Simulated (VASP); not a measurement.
# Te (R-3m) in VASP: relaxation of cell and atoms with PBE

Aim: the relaxation of cell and atoms of Te with PBE.

Everything below comes from runs of VASP 6.6.1. Logs are shortened: lines on timing, memory, paths and dates and some standing lists are left out, and cuts for length are marked.

### Step 1. The cell of the first run

It takes space group R-3m (No. 166, trigonal). Conventional cell: a = 4.612 Å, b = 4.612 Å, c = 5.073 Å, α = 90.00°, β = 90.00°, γ = 120.00°. Te (site symmetry -3m) has 6 Te at 3.15 Å within 4.2 Å.

### Step 2. Relaxation of cell and atoms, PBE

Input file INCAR:

```
SYSTEM = Te
ALGO = Normal ; EDIFF = 1E-7
EDIFFG = -0.005 ; ENCUT = 600
GGA = PE ; IBRION = 2
ISIF = 3 ; ISMEAR = 0
LASPH = .True. ; LCHARG = .False.
LREAL = .False. ; LWAVE = .False.
NELM = 100 ; NSW = 100
PREC = Accurate ; SIGMA = 0.1
```

Input file KPOINTS:

```
k-points
0
Gamma
  15 15 15
  0 0 0
```

Input file POSCAR:

```
Te
1.0
    2.3059043427      1.3313144930      1.6909537039
   -2.3059043427      1.3313144930      1.6909537039
    0.0000000000     -2.6626289859      1.6909537039
Te
1
Direct
    0.5000000000      0.5000000000      0.5000000000
```

Potentials or basis: VASP PAW PBE potentials, release 64 (Te).

The run is started by

```
> cat potpaw_PBE.64/Te/POTCAR > POTCAR
> mpirun -np 1 vasp_std > vasp.out
```

OUTCAR:

```text
SYSTEM = Te
   EDIFF = 1E-7
   EDIFFG = -0.005
   ENCUT = 600
   GGA = PE
   IBRION = 2
   ISIF = 3
   ISMEAR = 0
   LASPH = .True.
   LREAL = .False.
   NELM = 100
   NSW = 100
   PREC = Accurate

 ion  position               nearest neighbor table
   1  0.500  0.500  0.500-

  LATTYP: Found a trigonal (rhomboedric) cell.
 ALAT       =     3.1541904739
 COS(alpha) =    -0.0688991668

  Lattice vectors:

 A1 = (   2.3059043427,   1.3313144930,   1.6909537039)
 A2 = (  -2.3059043427,   1.3313144930,   1.6909537039)
 A3 = (   0.0000000000,  -2.6626289859,   1.6909537039)

Analysis of symmetry for initial positions (statically):
=====================================================================
 Subroutine PRICEL returns:
 Original cell was already a primitive cell.

 Routine SETGRP: Setting up the symmetry group for a
 trigonal (rhombohedral) supercell.

 Subroutine GETGRP returns: Found 12 space group operations
 (whereof 12 operations were pure point group operations)
 out of a pool of 12 trial point group operations.

The static configuration has the point symmetry D_3d.

Analysis of symmetry for dynamics (positions and initial velocities):
=====================================================================
 Subroutine PRICEL returns:
 Original cell was already a primitive cell.

 Routine SETGRP: Setting up the symmetry group for a
 trigonal (rhombohedral) supercell.

 Subroutine GETGRP returns: Found 12 space group operations
 (whereof 12 operations were pure point group operations)
 out of a pool of 12 trial point group operations.

The dynamic configuration has the point symmetry D_3d.

 Subroutine INISYM returns: Found 12 space group operations
 (whereof 12 operations are pure point group operations),
 and found     1 'primitive' translations

----------------------------------------------------------------------------------------

                                     Primitive cell

  volume of cell :      31.1462

  direct lattice vectors                    reciprocal lattice vectors
     2.305904343  1.331314493  1.690953704     0.216834667  0.125189553  0.197127415
    -2.305904343  1.331314493  1.690953704    -0.216834667  0.125189553  0.197127415
     0.000000000 -2.662628986  1.690953704     0.000000000 -0.250379107  0.197127415

  length of vectors
     3.154190474  3.154190474  3.154190474     0.318667405  0.318667405  0.318667405

  position of ions in fractional coordinates (direct lattice)
     0.500000000  0.500000000  0.500000000
[... 105 lines left out ...]
   LEPSILON=     F    determine dielectric tensor
   LRPA    =     F    only Hartree local field effects (RPA)
 conjugate gradient relaxation of ions
 non-spin polarized calculation
 Gauss-broadening in eV      SIGMA  =   0.10
  energy-cutoff  :      600.00
  volume of cell :       31.15
 maximum number of plane-waves:      1069
 NGX is ok and might be reduce to    28
   NGX = 13   NGY = 13   NGZ = 13

--------------------------------------- Ionic step        1  -------------------------------------------

 number of electron       5.9999999 magnetization

 Free energy of the ion-electron system (eV)
  ---------------------------------------------------
  ext. energy  EPLUGINS =         0.00000000
  ---------------------------------------------------
  free energy    TOTEN  =        -3.09377001 eV

  energy without entropy =       -3.09130607  energy(sigma->0) =       -3.09253804

------------------------ aborting loop because EDIFF is reached ----------------------------------------

  FORCE on cell =-STRESS in cart. coord.  units (eV):
  Direction    XX          YY          ZZ          XY          YZ          ZX
  --------------------------------------------------------------------------------------
  -------------------------------------------------------------------------------------
  Total        0.4349984      0.4349984      0.4775852     -0.0000000      0.0000000      0.0000000
  in kB       22.3765625     22.3765625     24.5672477     -0.0000000      0.0000000      0.0000000
  external PRESSURE =      23.1067909 kB  Pullay stress =       0.0000000 kB
[... 86 lines left out ...]
  FREE ENERGIE OF THE ION-ELECTRON SYSTEM (eV)
  ---------------------------------------------------
  free  energy   TOTEN  =        -3.1028637272 eV

  energy  without entropy=       -3.1005113332  energy(sigma->0) =       -3.10168753

[... ionic steps 4 to 7 ...]

--------------------------------------- Ionic step        8  -------------------------------------------

 number of electron       6.0000001 magnetization

------------------------ aborting loop because EDIFF is reached ----------------------------------------
[... 65 lines left out ...]
--------------------------------------- Ionic step       10  -------------------------------------------

 number of electron       6.0000001 magnetization

 Free energy of the ion-electron system (eV)
  ---------------------------------------------------
  ext. energy  EPLUGINS =         0.00000000
  ---------------------------------------------------
  free energy    TOTEN  =        -3.10692439 eV

  energy without entropy =       -3.10381353  energy(sigma->0) =       -3.10536896

 E-fermi :   6.4346     XC(G=0):  -9.2823

 val. band max:        6.4317068850   @ k =  -0.2667   0.1333   0.0000
 cond. band min:       6.4358255904   @ k =  -0.3333   0.3333   0.2000
 fundamental gap:      0.0041187054
 Fermi energy:         6.4345702530

 k-point     1 :       0.0000    0.0000    0.0000
  band No.  band energies     occupation
      1      -7.1674      2.00000
      2       7.6145      0.00000
      3       7.6145      0.00000
      4       7.6360      0.00000
      5      12.4789      0.00000
      6      12.4789      0.00000
      7      12.9296      0.00000
[... 221 lines left out ...]
 k-point    24 :       0.2000    0.1333   -0.0000
  band No.  band energies     occupation
      1      -6.5091      2.00000
      2       4.5323      2.00000
      3       6.1603      1.99990
      4       8.2020      0.00000
      5      13.2793      0.00000
      6      15.1968      0.00000
      7      16.6016      0.00000

 [... further k-points ...]

------------------------ aborting loop because EDIFF is reached ----------------------------------------

  FORCE on cell =-STRESS in cart. coord.  units (eV):
  Direction    XX          YY          ZZ          XY          YZ          ZX
  --------------------------------------------------------------------------------------
  -------------------------------------------------------------------------------------
  Total        0.0000932      0.0000932      0.0014810      0.0000000      0.0000000      0.0000000
  in kB        0.0045667      0.0045667      0.0725688      0.0000000      0.0000000      0.0000000
  external PRESSURE =       0.0272340 kB  Pullay stress =       0.0000000 kB
[... 16 lines left out ...]
  FREE ENERGIE OF THE ION-ELECTRON SYSTEM (eV)
  ---------------------------------------------------
  free  energy   TOTEN  =        -3.1069243861 eV

  energy  without entropy=       -3.1038135274  energy(sigma->0) =       -3.10536896

 reached required accuracy - stopping structural energy minimisation
```

OSZICAR:

```text
N       E                     dE             d eps       ncg     rms          rms(c)
DAV:   1     0.208779387273E+02    0.20878E+02   -0.27845E+03  4816   0.774E+02
[... 99 lines left out ...]
DAV:   3    -0.310693167436E+01    0.10632E-02   -0.23816E-03  5173   0.252E-01    0.203E-01
DAV:   4    -0.310692231455E+01    0.93598E-05   -0.57384E-05  7343   0.545E-02    0.210E-01
DAV:   5    -0.310692438476E+01   -0.20702E-05   -0.31193E-06  5474   0.129E-02    0.477E-02
DAV:   6    -0.310692493516E+01   -0.55040E-06   -0.52073E-07  6251   0.516E-03    0.929E-03
DAV:   7    -0.310692456060E+01    0.37455E-06   -0.33835E-08  5369   0.143E-03    0.239E-03
DAV:   8    -0.310692429054E+01    0.27006E-06   -0.38133E-08  5222   0.128E-03    0.211E-03
DAV:   9    -0.310692438608E+01   -0.95538E-07   -0.55173E-10  2786   0.195E-04
  10 F= -.31069244E+01 E0= -.31053690E+01  d E =-.563914E-04
```

Wall time 4.8 min (1 thread of AMD EPYC 9R45 (Zen 5), shared host); peak memory 0.21 GiB.

What came out:

| Quantity | Value |
| --- | --- |
| Free energy | -3.1069 eV |
| Relaxed volume | 32.70 Å³/atom |
| Relaxed cell | a = 3.198 Å, b = 3.198 Å, c = 3.198 Å, α = 89.81°, β = 89.81°, γ = 89.81° |
| Space group after relaxing (to 0.05 Å) | Pm-3m (No. 221) |
| Energy gained by relaxing | 13.2 meV/atom |
| Ionic steps | 10 |
| Pressure after relaxing | 0.0 GPa |
| Band gap on the k mesh | zero (band 3 reaches 8.95 eV, above the bottom of band 4 at 3.50 eV) |

The path:
| step | energy change (eV) | largest force (eV/Å) | pressure (GPa) | volume (Å³) |
| --- | --- | --- | --- | --- |
| 1 | 0.0000 | 0.0000 | 2.31 | 31.15 |
| 2 | -0.0064 | 0.0000 | -1.12 | 33.22 |
| 3 | -0.0091 | 0.0000 | -0.01 | 32.46 |
| 4 | -0.0096 | 0.0000 | -0.01 | 32.48 |
| 5 | -0.0108 | 0.0000 | -0.02 | 32.55 |
| 6 | -0.0126 | 0.0000 | -0.05 | 32.67 |
| 7 | -0.0130 | 0.0000 | -0.23 | 32.84 |
| 8 | -0.0131 | 0.0000 | -0.16 | 32.81 |
| 9 | -0.0118 | 0.0000 | 0.85 | 32.17 |
| 10 | -0.0132 | 0.0000 | 0.00 | 32.70 |

Final structure:
```
CELL_PARAMETERS angstrom
2.25743 1.30333 1.85226
-2.25743 1.30333 1.85226
0.00000 -2.60665 1.85226
ATOMIC_POSITIONS crystal
Te 0.50000 0.50000 0.50000
```

Caveat: spin-orbit coupling is left out, which moves the levels of the heavy elements.
